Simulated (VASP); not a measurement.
Write the native input for VASP 6.6.1 that does the following.

```
Task                      : relaxation of the atoms
Functional                : PBEsol
Potentials or basis       : VASP PAW PBE potentials, release 64 (Pt, H)
Cutoff                    : 520 eV
k mesh                    : 10 × 10 × 1
Occupations               : gaussian, width 0.1 eV
Spin                      : no spin polarisation
Dipole correction         : yes
Atoms held fixed (from 0) : [0, 1, 2, 3]
Further INCAR settings    : ALGO = Normal; EDIFF = 1e-07; IBRION = 2; EDIFFG = -0.025; NSW = 36
```

The structure of HPt3 lies in POSCAR:

```
HPt3
1.0
    2.7704032196      0.0000000000      0.0000000000
    0.0000000000      2.7704032196      0.0000000000
    0.0000000000      0.0000000000     19.2978325186
Pt H
3 1
Selective dynamics
Direct
    0.5000000000      0.5000000000      0.2072771642  F F F
    0.0000000000      0.0000000000      0.3057065440  F F F
    0.5000000000      0.5000000000      0.4040781529  F F F
    0.8333333333      0.8333333333      0.4535939132  F F T
```

One way to write it, as run:

INCAR

```
ALGO = Normal
DIPOL = 0.5 0.5 0.343
EDIFF = 1E-7
EDIFFG = -0.025
ENCUT = 520
GGA = PS
IBRION = 2
IDIPOL = 3
ISIF = 2
ISMEAR = 0
LASPH = T
LCHARG = F
LDIPOL = T
LREAL = F
LWAVE = F
NELM = 60
NSW = 36
PREC = Accurate
SIGMA = 0.1
```

KPOINTS

```
k-points
0
Gamma
  10 10 1
```

Potentials or basis: VASP PAW PBE potentials, release 64 (Pt, H).

Run with:

```bash
$ cat potpaw_PBE.64/Pt/POTCAR potpaw_PBE.64/H/POTCAR > POTCAR
$ mpirun -np 1 vasp_std > vasp.out
```

Results of the run:

```json
{
  "Energy gained by relaxing": "0.9 meV/atom",
  "Ionic steps": "3",
  "Band gap on the k mesh": "zero (an odd number of electrons rules out a gap without spin polarisation)"
}
```

Caveat: spin-orbit coupling is left out, which moves the levels of the heavy elements.

Run time: 5 min on 1 thread of Intel(R) Xeon(R) Platinum 8259CL CPU @ 2.50GHz (Skylake/Cascade Lake), on a shared host, peak memory 0.32 GiB.
